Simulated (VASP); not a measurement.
# SiC2 (P6/mmm) in VASP: further runs, part 2 of 2

VASP 6.6.1. Earlier steps stand in the parts before.

### 5 Relaxation of cell and atoms, PBE

This run uses another cell than the first one, of 13.61 Å³/atom, 0.651 times its volume.

INCAR

```
PREC     = Accurate       # precision mode
ENCUT    = 600            # plane-wave cutoff, eV
EDIFF    = 1E-7           # SCF threshold, eV
ISMEAR   = 0              # smearing method
SIGMA    = 0.1            # smearing width, eV
LREAL    = False          # projectors in reciprocal space
LASPH    = True           # aspherical terms in the spheres
NELM     = 60             # most SCF steps
ALGO     = Normal         # electronic algorithm
ISIF     = 3              # what is computed and relaxed
LWAVE    = False          # write WAVECAR
LCHARG   = False          # write CHGCAR
GGA      = PE             # functional
IBRION   = 2              # ionic algorithm
NSW      = 90             # ionic steps
EDIFFG   = -0.04          # ionic threshold
```

KPOINTS

```
regular mesh
0
Gamma
  6 6 2
```

POSCAR

```
SiC2
1.0
    2.7628738900      0.0000000000      0.0000000000
   -1.3814369400      2.3927189700      0.0000000000
    0.0000000000      0.0000000000     12.3508174900
Si C
2 4
Direct
    0.3333333300      0.6666666700      0.0000000000
    0.6666666700      0.3333333300      0.0000000000
    0.3333333300      0.6666666700      0.6666666700
    0.3333333300      0.6666666700      0.3333333300
    0.6666666700      0.3333333300      0.6666666700
    0.6666666700      0.3333333300      0.3333333300
```

Launch:

```bash
cat potpaw_PBE.64/Si/POTCAR potpaw_PBE.64/C/POTCAR > POTCAR
mpirun -np 1 vasp_std > vasp.out
```

Run time: 2.1 min. Hardware: 1 thread of AMD EPYC 9R45 (Zen 5), shared host; peak memory 0.19 GiB.

The run converged. Its results:

* Free energy: -29.1311 eV
* Relaxed volume: 18.87 Å³/atom
* Relaxed cell: a = 3.241 Å, b = 3.241 Å, c = 12.447 Å, α = 90.00°, β = 90.00°, γ = 120.00°
* Space group after relaxing (to 0.05 Å): P6/mmm (No. 191)
* Energy gained by relaxing: 1279.3 meV/atom
* Ionic steps: 10
* Pressure after relaxing: 0.1 GPa
* Largest force after relaxing: 0.010 eV/Å
* Band gap on the k mesh: zero (band 12 reaches 1.62 eV, above the bottom of band 13 at 1.18 eV)

Forces on the atoms (eV/Å):
```
Si   0.000  0.000  0.000
Si   0.000  0.000  0.000
C    0.000  0.000 -0.010
C    0.000  0.000  0.010
C    0.000  0.000 -0.010
C    0.000  0.000  0.010
```

Stress tensor (GPa, compression positive):
```
0.08 0.00 0.00
0.00 0.08 0.00
0.00 0.00 0.28
```

Step by step:
```
step  energy change (eV)  largest force (eV/Å)  pressure (GPa)  volume (Å³)
   1              0.0000                0.0151           73.91        81.65
   2             -1.4922                0.0154          -15.21       172.58
   3             -7.5801                0.0156           -4.00       116.91
   4             -7.6590                0.0141           -1.60       114.08
   5             -7.6737                0.0130            0.22       112.22
   6             -7.6722                0.0133           -0.45       112.88
   7             -7.6735                0.0121            0.52       112.12
   8             -7.6741                0.0126            0.18       112.38
   9             -7.6745                0.0120            0.17       112.59
  10             -7.6758                0.0102            0.15       113.22
```

Final structure:
```yaml
crystal:
  lattice:
    - [3.24092, 0.00000, 0.00000]
    - [-1.62046, 2.80672, 0.00000]
    - [0.00000, 0.00000, 12.44718]
  atoms:
    - { symbol: Si, position: [0.33333, 0.66667, 0.00000] }
    - { symbol: Si, position: [0.66667, 0.33333, 0.00000] }
    - { symbol: C, position: [0.33333, 0.66667, 0.66648] }
    - { symbol: C, position: [0.33333, 0.66667, 0.33352] }
    - { symbol: C, position: [0.66667, 0.33333, 0.66648] }
    - { symbol: C, position: [0.66667, 0.33333, 0.33352] }
```

Levels at points of the mesh, in eV from the Fermi level:
```tsv
k point	band 9	band 10	band 11	band 12	band 13	band 14	band 15	band 16
(0.00, 0.00, 0.00)	-2.47	-2.47	-0.67	-0.65	-0.23	-0.23	3.61	3.94
(0.50, 0.00, 0.00)	-2.40	-1.21	-1.16	-0.52	0.71	1.00	1.37	1.40
(0.00, 0.00, 0.50)	-2.47	-2.47	-0.67	-0.65	-0.23	-0.23	3.80	3.94
(0.50, 0.00, 0.50)	-2.40	-1.36	-0.89	-0.64	0.63	1.25	1.29	1.39
```

Caveat: the k points lie up to 0.37 Å⁻¹ apart in the final cell; the volume moved by over 15 % at a fixed basis, so the end points are rough; this functional lacks dispersion, which binds the layers, so the pressure and a relaxed spacing across them are unreliable.

### 6 Single point, PBE, collinear spin, ferromagnetic start

This run uses another cell than the first one, of 19.01 Å³/atom, 0.910 times its volume.

INCAR

```
SYSTEM = SiC2
PREC = Accurate
ENCUT = 520
EDIFF = 1E-7
ISMEAR = 0
SIGMA = 0.1
LREAL = .False.
LASPH = .True.
NELM = 150
ALGO = Normal
ISIF = 2
LWAVE = .False.
LCHARG = .False.
ISPIN = 2
MAGMOM = 0 0 1 1 1 1
LORBIT = 11
GGA = PE
NBANDS = 25
```

KPOINTS

```
regular mesh
0
Gamma
  6 6 2
  0 0 0
```

POSCAR

```
SiC2
1.0
    3.2440466586      0.0000000000      0.0000000000
   -1.6220233293      2.8094268174      0.0000000000
    0.0000000000      0.0000000000     12.5169487329
Si C
2 4
Direct
    0.3333333333      0.6666666667      0.0000000000
    0.6666666667      0.3333333333      0.0000000000
    0.3333333333      0.6666666667      0.6589556936
    0.3333333333      0.6666666667      0.3410443064
    0.6666666667      0.3333333333      0.6589556936
    0.6666666667      0.3333333333      0.3410443064
```

Potentials or basis: VASP PAW PBE potentials, release 64 (Si, C).

Launch:

```bash
cat potpaw_PBE.64/Si/POTCAR potpaw_PBE.64/C/POTCAR > POTCAR
mpirun -np 1 vasp_std > vasp.out
```

It took 58 s on 1 thread of AMD EPYC 9R45 (Zen 5), shared host; peak memory 0.25 GiB.

It converged, with:

```
Free energy                                           : -29.1445 eV
Pressure                                              : 0.0 GPa
Band gap on the k mesh                                : zero (filled and empty bands overlap)
Net moment                                            : 0.00 μB per cell
Valence electrons inside the program's atomic spheres : Si 2.26; C 2.03
```

Stress tensor (GPa, compression positive):
```
-0.12  0.00  0.00
 0.00 -0.12  0.00
 0.00  0.00  0.15
```

Levels at points of the mesh, in eV from the Fermi level:
Spin up:
| k point | band 10 | band 11 | band 12 | band 13 | band 14 | band 15 |
| --- | --- | --- | --- | --- | --- | --- |
| (0.00, 0.00, 0.00) | -2.46 | -0.70 | -0.67 | -0.37 | -0.37 | 3.45 |
| (0.50, 0.00, 0.00) | -1.21 | -1.19 | -0.60 | 0.66 | 0.97 | 1.35 |
| (0.00, 0.00, 0.50) | -2.46 | -0.70 | -0.67 | -0.37 | -0.37 | 3.62 |
| (0.50, 0.00, 0.50) | -1.38 | -0.84 | -0.79 | 0.59 | 1.18 | 1.29 |
Spin down:
```
           k point  band 8  band 9  band 10  band 11  band 12  band 13  band 14  band 15  band 16  band 17
(0.00, 0.00, 0.00)   -2.47   -2.46    -2.46    -0.70    -0.67    -0.37    -0.37     3.45     3.81     3.81
(0.50, 0.00, 0.00)   -3.97   -2.53    -1.21    -1.19    -0.60     0.66     0.97     1.35     1.40     1.46
(0.00, 0.00, 0.50)   -2.47   -2.46    -2.46    -0.70    -0.67    -0.37    -0.37     3.62     3.81     3.81
(0.50, 0.00, 0.50)   -3.97   -2.53    -1.38    -0.84    -0.79     0.59     1.18     1.29     1.36     1.41
```

Caveat: the k points lie up to 0.37 Å⁻¹ apart.

### 7 The runs side by side

```tsv
task	spin	cell	k mesh	cutoff (eV)	gap on the mesh (eV)	pressure (GPa)
single point	off	a = 3.229, b = 3.229, c = 13.882 Å, angles 90.0, 90.0, 120.0°, 6 atoms	12 × 12 × 4	520	none	0.0
relaxation of cell and atoms	off	relaxed from a = 3.229, b = 3.229, c = 13.882 Å, angles 90.0, 90.0, 120.0°, 6 atoms	12 × 12 × 4	600	none	0.0
single point	off	a = 3.244, b = 3.244, c = 12.517 Å, angles 90.0, 90.0, 120.0°, 6 atoms	6 × 6 × 2	520	none	0.0
relaxation of cell and atoms	off	relaxed from a = 2.763, b = 2.763, c = 12.351 Å, angles 90.0, 90.0, 120.0°, 6 atoms	6 × 6 × 2	600	none	0.1
single point	collinear, ferromagnetic start	a = 3.244, b = 3.244, c = 12.517 Å, angles 90.0, 90.0, 120.0°, 6 atoms	6 × 6 × 2	520	none	0.0
```

Alike in all rows: level PBE; potentials or basis VASP PAW PBE potentials, release 64 (Si, C); smearing gaussian 0.1 eV.

Caveats: some runs use coarse meshes; the relaxation stopped at its first step, so nothing moved (some runs); the volume moved by over 15 % at a fixed basis, so the end points are rough (some runs); this functional lacks dispersion, which binds the layers, so the pressure and a relaxed spacing across them are unreliable (some runs).

Absolute energies hang on the potentials; compare differences alone.
